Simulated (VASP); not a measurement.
Runs of VASP 6.6.1 on SnO2 (fluorite type). The structure is that of space group Fm-3m (No. 225), or close to it. The cells are those of the table. 

| task | cell | cutoff (eV) | gap on the mesh (eV) | pressure (GPa) |
| --- | --- | --- | --- | --- |
| relaxation of cell and atoms | relaxed to 0.028 GPa from a = 3.765 Å, angles 60.0°, 3 atoms | 600 | none | 0.0 |
| relaxation of cell and atoms | relaxed to 0.028 GPa from a = 3.637 Å, angles 60.0°, 3 atoms | 600 | none | 0.0 |
| single point | a = 3.636 Å, angles 60.0°, 3 atoms | 520 | none | (a) |
| single point | a = 3.637 Å, angles 60.0°, 3 atoms | 520 | none | 0.6 |

Alike in all rows: level PBE; potentials or basis VASP PAW PBE potentials, release 64 (Sn_d, O); no spin polarisation; k mesh 11 × 11 × 11; smearing fermi-dirac 0.08 eV.

Task: Fill in the values left out.

Result: (a) 0.7.

Caveats: spin-orbit coupling is left out, which moves the levels of the heavy elements; the cell is relaxed towards a set pressure, so the enthalpy falls and the energy may rise (some runs).

A k mesh can miss the band edges, and the runs leave out spin-orbit coupling on Sn.

A gap of «none» marks levels without a gap at the run's occupations.
